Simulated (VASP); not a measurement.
# Cd (I4_1/amd) in VASP: single point with PBE

Aim: the single point of Cd with PBE.

Program: VASP 6.6.1. These are calculated values, not measurements. Logs are shortened: lines on timing, memory, paths and dates and some standing lists are left out, and cuts for length are marked.

### Step 1. The cell of the first run

It takes space group I4_1/amd (No. 141, tetragonal). The conventional cell has a = 5.371 Å, b = 5.371 Å, c = 2.749 Å, α = 90.00°, β = 90.00°, γ = 90.00°. Cd (site symmetry -4m2) has 10 Cd at 2.75 to 3.39 Å within 3.6 Å.

### Step 2. Single point, PBE

File INCAR:

```
  ALGO = Normal
  EDIFF = 1E-6
  ENCUT = 520
  GGA = PE
  ISIF = 2
  ISMEAR = -1
  LASPH = T
  LCHARG = F
  LREAL = F
  LWAVE = F
  NBANDS = 19
  NELM = 60
  PREC = Accurate
  SIGMA = 0.1
```

File KPOINTS:

```
k-points
0
Gamma
  15 15 15
```

File POSCAR:

```
Cd
1.0
   -2.6855430258      2.6855430258      1.3742803938
    2.6855430258     -2.6855430258      1.3742803938
    2.6855430258      2.6855430258     -1.3742803938
Cd
2
Direct
   -0.3750000000     -0.1250000000     -0.2500000000
    0.3750000000      0.1250000000      0.2500000000
```

Potentials or basis: VASP PAW PBE potentials, release 64 (Cd).

The run is started by

```bash
$ cat potpaw_PBE.64/Cd/POTCAR > POTCAR
$ mpirun -np 1 vasp_std > vasp.out
```

OUTCAR:

```text
EDIFF = 1E-6
   ENCUT = 520
   GGA = PE
   ISIF = 2
   ISMEAR = -1
   LASPH = T
   LREAL = F
   NELM = 60
   PREC = Accurate

 ion  position               nearest neighbor table
   1  0.625  0.875  0.750-   2 2.77   2 2.77   2 2.77   2 2.77   2 3.39   2 3.39   2 3.39   2 3.39

   2  0.375  0.125  0.250-   1 2.77   1 2.77   1 2.77   1 2.77   1 3.39   1 3.39   1 3.39   1 3.39

  LATTYP: Found a body centered tetragonal cell.
 ALAT       =     5.3710860516
 C/A-ratio  =     0.5117327783

  Lattice vectors:

 A1 = (  -2.6855430258,   2.6855430258,   1.3742803938)
 A2 = (   2.6855430258,  -2.6855430258,   1.3742803938)
 A3 = (   2.6855430258,   2.6855430258,  -1.3742803938)

Analysis of symmetry for initial positions (statically):
=====================================================================
 Subroutine PRICEL returns:
 Original cell was already a primitive cell.

 Routine SETGRP: Setting up the symmetry group for a
 body centered tetragonal supercell.

 Subroutine GETGRP returns: Found 16 space group operations
 (whereof  4 operations were pure point group operations)
 out of a pool of 16 trial point group operations.

The static configuration has the point symmetry C_2h.
 The point group associated with its full space group is D_4h.

Analysis of symmetry for dynamics (positions and initial velocities):
=====================================================================
 Subroutine PRICEL returns:
 Original cell was already a primitive cell.

 Routine SETGRP: Setting up the symmetry group for a
 body centered tetragonal supercell.

 Subroutine GETGRP returns: Found 16 space group operations
 (whereof  4 operations were pure point group operations)
 out of a pool of 16 trial point group operations.

The dynamic configuration has the point symmetry C_2h.
 The point group associated with its full space group is D_4h.

 Subroutine INISYM returns: Found 16 space group operations
 (whereof  4 operations are pure point group operations),
 and found     1 'primitive' translations

----------------------------------------------------------------------------------------

                                     Primitive cell

  volume of cell :      39.6460

  direct lattice vectors                    reciprocal lattice vectors
    -2.685543026  2.685543026  1.374280394     0.000000000  0.186182085  0.363826772
     2.685543026 -2.685543026  1.374280394     0.186182085  0.000000000  0.363826772
     2.685543026  2.685543026 -1.374280394     0.186182085  0.186182085  0.000000000

  length of vectors
     4.038926749  4.038926749  4.038926749     0.408697552  0.408697552  0.263301230

  position of ions in fractional coordinates (direct lattice)
     0.625000000  0.875000000  0.750000000
     0.375000000  0.125000000  0.250000000

  ion indices of the primitive-cell ions
   primitive index   ion index
                 1           1
                 2           2

----------------------------------------------------------------------------------------

 KPOINTS: k-points

Automatic generation of k-mesh.
 Grid dimensions read from file:
 generate k-points for:   15   15   15

 Generating k-lattice:

  Cartesian coordinates                     Fractional coordinates (reciprocal lattice)
     0.000000000  0.012412139  0.024255118     0.066666667  0.000000000 -0.000000000
     0.012412139  0.000000000  0.024255118     0.000000000  0.066666667 -0.000000000
     0.012412139  0.012412139  0.000000000     0.000000000  0.000000000  0.066666667

  Length of vectors
     0.027246503  0.027246503  0.017553415

  Shift w.r.t. Gamma in fractional coordinates (k-lattice)
     0.000000000  0.000000000  0.000000000

 Subroutine IBZKPT returns following result:
 ===========================================

 Found    288 irreducible k-points:

 Following reciprocal coordinates:
            Coordinates               Weight
  0.000000  0.000000  0.000000      1.000000
  0.066667 -0.000000  0.000000      8.000000
  0.133333 -0.000000  0.000000      8.000000
  0.200000 -0.000000  0.000000      8.000000
  0.266667 -0.000000  0.000000      8.000000
  0.333333 -0.000000  0.000000      8.000000
[... 16 lines left out ...]
  0.133333  0.133333  0.000000      8.000000
  0.200000  0.133333  0.000000     16.000000
 [... further k-points ...]
   k-points           NKPTS =    288   k-points in BZ     NKDIM =    288   number of bands    NBANDS=     19
   number of dos      NEDOS =    301   number of ions     NIONS =      2
   total plane-waves  NPLWV =  27000
   dimension x,y,z NGX =    30 NGY =   30 NGZ =   30
   dimension x,y,z NGXF=    60 NGYF=   60 NGZF=   60
   ions per type =               2
   NGX,Y,Z   is equivalent  to a cutoff of  12.35, 12.35, 12.35 a.u.
   NGXF,Y,Z  is equivalent  to a cutoff of  24.70, 24.70, 24.70 a.u.
 SYSTEM =  unknown system
   PREC   = accura    normal or accurate (medium, high low for compatibility)
   ISTART =      0    job   : 0-new  1-cont  2-samecut
   ICHARG =      2    charge: 1-file 2-atom 10-const
   ISPIN  =      1    spin polarized calculation?
   LNONCOLLINEAR =      F non collinear calculations
   LSORBIT =      F    spin-orbit coupling
   LASPH  =      T    aspherical Exc in radial PAW
   ENCUT  =  520.0 eV  38.22 Ry    6.18 a.u.   7.51  7.51  7.51*2*pi/ulx,y,z
   NELM   =     60;   NELMIN=  2; NELMDL= -5     # of ELM steps
   EDIFF  = 0.1E-05   stopping-criterion for ELM
   LREAL  =      F    real-space projection
   EDIFFG = 0.1E-04   stopping-criterion for IOM
   NSW    =      0    number of steps for IOM
   IBRION =     -1    ionic relax: 0-MD 1-quasi-New 2-CG
   NFREE  =      0    steps in history (QN), initial steepest desc. (CG)
   ISIF   =      2    stress and relaxation
   ISYM   =      2    0-nonsym 1-usesym 2-fastsym
   POTIM  = 0.5000    time-step for ionic-motion
   TEBEG  =    0.0;   TEEND  =   0.0 temperature during run
   PSTRESS=    0.0 pullay stress
   NELECT =      24.0000    total number of electrons
   NUPDOWN=      -1.0000    fix difference up-down
   EMIN   =  10.00;   EMAX   =-10.00  energy-range for DOS
   EFERMI =   0.00;   METHOD = LEGACY
   ISMEAR =    -1;   SIGMA  =   0.10  broadening in eV -4-tet -1-fermi 0-gaus
   EFERMI_NEDOS =   21; number of points for ismear=-14 and -15
   IALGO  =     38    algorithm
   IMIX   =      4    mixing-type and parameters
     AMIX     =   0.40;   BMIX     =  1.00
     AMIX_MAG =   1.60;   BMIX_MAG =  1.00
  volume/ion in A,a.u.               =      19.82       133.77
  Fermi-wavevector in a.u.,A,eV,Ry     =   1.384880  2.617043 26.094503  1.917892
  Thomas-Fermi vector in A             =   2.509342
   LORBIT       =      0    0 simple, 1 ext, 2 COOP (PROOUT), +10 PAW based schemes
   GGA     = PE    functional components
   LHFCALC =     F    Hartree Fock is set to
   AEXX    =    0.0000 exact exchange contribution
   IVDW    =     0    specifies the selected vdW correction
   LEPSILON=     F    determine dielectric tensor
   LRPA    =     F    only Hartree local field effects (RPA)
 non-spin polarized calculation
  energy-cutoff  :      520.00
  volume of cell :       39.65
 maximum number of plane-waves:      1082
 NGX is ok and might be reduce to    30
   NGX = 15   NGY = 15   NGZ = 15

 number of electron      23.9999987 magnetization

 Free energy of the ion-electron system (eV)
  ---------------------------------------------------
  ext. energy  EPLUGINS =         0.00000000
  ---------------------------------------------------
  free energy    TOTEN  =        -0.77484577 eV

  energy without entropy =       -0.74905253  energy(sigma->0) =       -0.76194915

 E-fermi :   3.5953     XC(G=0): -11.4484

 val. band max:        3.5821518026   @ k =  -0.2000   0.0667  -0.0000
 cond. band min:       3.6062715004   @ k =  -0.1333   0.1333   0.1333
 fundamental gap:      0.0241196978
 Fermi energy:         3.5953185777

 k-point     1 :       0.0000    0.0000    0.0000
  band No.  band energies     occupation
      1      -6.8675      2.00000
      2      -6.7745      2.00000
      3      -6.6929      2.00000
      4      -6.6693      2.00000
      5      -5.9539      2.00000
      6      -5.2034      2.00000
[... 11 lines left out ...]
     18      19.5375      0.00000
     19      20.2720      0.00000

 k-point     2 :       0.0667   -0.0000    0.0000
  band No.  band energies     occupation
      1      -6.8602      2.00000
      2      -6.7439      2.00000
      3      -6.6026      2.00000
      4      -6.6001      2.00000
      5      -5.8430      2.00000
      6      -5.3114      2.00000
[... 11 lines left out ...]
     18      18.3684      0.00000
     19      18.8725      0.00000

 k-point     3 :       0.1333   -0.0000    0.0000
  band No.  band energies     occupation
      1      -6.8167      2.00000
      2      -6.6574      2.00000
      3      -6.4374      2.00000
      4      -6.3694      2.00000
      5      -5.5754      2.00000
      6      -5.5070      2.00000
[... 11 lines left out ...]
     18      16.0403      0.00000
     19      16.8657      0.00000

 k-point     4 :       0.2000   -0.0000    0.0000
  band No.  band energies     occupation
      1      -6.7406      2.00000
      2      -6.5325      2.00000
      3      -6.2821      2.00000
      4      -6.0609      2.00000
      5      -5.7420      2.00000
      6      -5.6078      2.00000
[... 11 lines left out ...]
     18      14.7992      0.00000
     19      15.1309      0.00000

 k-point     5 :       0.2667   -0.0000    0.0000
  band No.  band energies     occupation
      1      -6.6620      2.00000
      2      -6.4168      2.00000
      3      -6.2580      2.00000
      4      -5.9450      2.00000
      5      -5.8765      2.00000
      6      -5.5977      2.00000
[... 11 lines left out ...]
     18      13.4562      0.00000
     19      13.5604      0.00000

 k-point     6 :       0.3333   -0.0000    0.0000
  band No.  band energies     occupation
      1      -6.6284      2.00000
      2      -6.4288      2.00000
      3      -6.2852      2.00000
      4      -6.0467      2.00000
      5      -5.9817      2.00000
      6      -5.6076      2.00000
[... 11 lines left out ...]
     18      13.2622      0.00000
     19      13.9147      0.00000

 k-point     7 :       0.4000   -0.0000    0.0000
  band No.  band energies     occupation
      1      -6.6444      2.00000
      2      -6.5402      2.00000
      3      -6.2599      2.00000
      4      -6.2490      2.00000
      5      -5.8787      2.00000
      6      -5.7102      2.00000
[... 11 lines left out ...]
     18      15.1017      0.00000
     19      15.4362      0.00000

 k-point     8 :       0.4667   -0.0000    0.0000
  band No.  band energies     occupation
      1      -6.6534      2.00000
      2      -6.6157      2.00000
      3      -6.3812      2.00000
      4      -6.2256      2.00000
      5      -5.7903      2.00000
      6      -5.7660      2.00000
[... 256 lines left out ...]
 k-point    20 :      -0.2000    0.0667   -0.0000
  band No.  band energies     occupation
      1      -6.7766      2.00000
      2      -6.6014      2.00000
      3      -6.4528      2.00000
      4      -6.3870      2.00000
      5      -5.5651      2.00000
      6      -5.4789      2.00000
[... 11 lines left out ...]
     18      15.8350      0.00000
     19      16.4107      0.00000

 k-point    21 :      -0.1333    0.0667   -0.0000
  band No.  band energies     occupation
      1      -6.8308      2.00000
      2      -6.7030      2.00000
      3      -6.6132      2.00000
      4      -6.6071      2.00000
      5      -5.7485      2.00000
      6      -5.3014      2.00000
[... 11 lines left out ...]
     18      17.7600      0.00000
     19      18.3871      0.00000

 k-point    22 :      -0.0667    0.0667    0.0000
  band No.  band energies     occupation
      1      -6.8518      2.00000
      2      -6.7534      2.00000
      3      -6.6969      2.00000
      4      -6.6739      2.00000
      5      -5.9010      2.00000
      6      -5.2107      2.00000
[... 11 lines left out ...]
     18      19.6532      0.00000
     19      19.7889      0.00000

 k-point    23 :       0.1333    0.1333    0.0000
  band No.  band energies     occupation
      1      -6.6998      2.00000
      2      -6.4408      2.00000
      3      -6.2365      2.00000
      4      -5.9586      2.00000
      5      -5.7642      2.00000
      6      -5.6779      2.00000
[... 11 lines left out ...]
     18      14.0402      0.00000
     19      14.1965      0.00000

 k-point    24 :       0.2000    0.1333    0.0000
  band No.  band energies     occupation
      1      -6.6763      2.00000
      2      -6.3930      2.00000
      3      -6.3185      2.00000
      4      -6.0117      2.00000
      5      -5.8207      2.00000
      6      -5.7061      2.00000
[... 11 lines left out ...]
     18      13.0736      0.00000
     19      13.4530      0.00000

 [... further k-points ...]
[... 5 lines left out ...]
  --------------------------------------------------------------------------------------
  -------------------------------------------------------------------------------------
  Total        4.6107024      4.6107024      4.6544373      0.0000000      0.0000000     -0.0000000
  in kB      186.3279931    186.3279931    188.0954081      0.0000000      0.0000000     -0.0000000
  external PRESSURE =     186.9171314 kB  Pullay stress =       0.0000000 kB

 VOLUME and BASIS-vectors are now :
 -----------------------------------------------------------------------------
  energy-cutoff  :      520.00
  volume of cell :       39.65
      direct lattice vectors                 reciprocal lattice vectors
    -2.685543026  2.685543026  1.374280394     0.000000000  0.186182085  0.363826772
     2.685543026 -2.685543026  1.374280394     0.186182085  0.000000000  0.363826772
     2.685543026  2.685543026 -1.374280394     0.186182085  0.186182085  0.000000000

 POSITION                                       TOTAL-FORCE (eV/Angst)
 -----------------------------------------------------------------------------------
      2.68554      1.34277      1.03071        -0.000000      0.000000      0.000000
     -0.00000      1.34277      0.34357         0.000000     -0.000000     -0.000000
 -----------------------------------------------------------------------------------
    total drift:                                0.000000     -0.000000      0.000000

  FREE ENERGIE OF THE ION-ELECTRON SYSTEM (eV)
  ---------------------------------------------------
  free  energy   TOTEN  =        -0.7748457678 eV

  energy  without entropy=       -0.7490525292  energy(sigma->0) =       -0.76194915
```

It took 1.8 min on 1 thread of AMD EPYC 9R45 (Zen 5), shared host; peak memory 0.27 GiB.

Results:

| Property | Result |
| --- | --- |
| Free energy | -0.7748 eV |
| Pressure | 18.7 GPa |
| Band gap on the k mesh | zero (bands 12 and 13 overlap by 6.33 eV) |

Caveat: the cell stands under pressure.

The gap in the log of VASP goes by the Fermi energy; the results here count the filled bands.